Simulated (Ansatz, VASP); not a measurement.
**One calculation of Pd, two programs**

File POSCAR:

```
Pd
1.0
    0.0000000000      1.9532211686      1.9532211686
    1.9532211686      0.0000000000      1.9532211686
    1.9532211686      1.9532211686      0.0000000000
Pd
1
Direct
    0.0000000000      0.0000000000      0.0000000000
```

The input INCAR.step1:

```
SYSTEM = Pd
PREC = Accurate ; ENCUT = 520
EDIFF = 1E-5 ; ISMEAR = 0
SIGMA = 0.05 ; LREAL = .FALSE.
LASPH = .TRUE. ; NELM = 100
ALGO = Normal ; ISIF = 2
LWAVE = .TRUE. ; LCHARG = .FALSE.
GGA = PE ; NBANDS = 11
KPAR = 4
```

The input INCAR.step2:

```
SYSTEM = Pd
PREC = Accurate ; ENCUT = 520
EDIFF = 1E-6 ; ISMEAR = 0
SIGMA = 0.05 ; LREAL = .FALSE.
LASPH = .TRUE. ; NELM = 100
ALGO = Normal ; ISIF = 2
LWAVE = .FALSE. ; LCHARG = .FALSE.
GGA = PE ; LHFCALC = .TRUE.
HFSCREEN = 0.2079 ; PRECFOCK = Normal
ISTART = 1 ; NBANDS = 11
KPAR = 4
```

The input KPOINTS:

```
regular mesh
0
G
  10 10 10
  0 0 0
```

Input for Ansatz:

```yaml
crystal:
  lattice:
    - [0.0, 1.9532211686, 1.9532211686]
    - [1.9532211686, 0.0, 1.9532211686]
    - [1.9532211686, 1.9532211686, 0.0]
  atoms:
    - { symbol: Pd, position: [0.0, 0.0, 0.0] }
basis:
  ecutwfc: 420
  ecutrho_ratio: 4
kpoints:
  mp_grid: { grid: [10, 10, 10] }
hamiltonian:
  xc: hse06
scf:
  occupations: { method: gaussian, width: 0.05 }
output:
  forces: true
  stress: true
  eigenvalues: true
```

Alike in both runs: task single point; functional HSE06; k mesh 10 × 10 × 10; occupations gaussian, width 0.05 eV; no spin polarisation.

|  | VASP | Ansatz |
| --- | --- | --- |
| version | VASP 6.6.1 | Ansatz 0.2.0 |
| potentials or method | VASP PAW PBE potentials, release 64 (Pd), cutoff 520 eV | scalar-relativistic, plane waves, PAW |
| valence electrons in the cell | 10 | 18 |

```csv
,VASP,Ansatz,Ansatz less VASP
pressure (GPa),0.5,0.0,-0.49
```

VASP's potentials hold 10 valence electrons a cell and Ansatz's 18, so a difference there can come from the potentials and not from the codes. Ansatz's warnings: filled band counts differ across k points, stress exchange threshold loose, stress scf threshold loose.
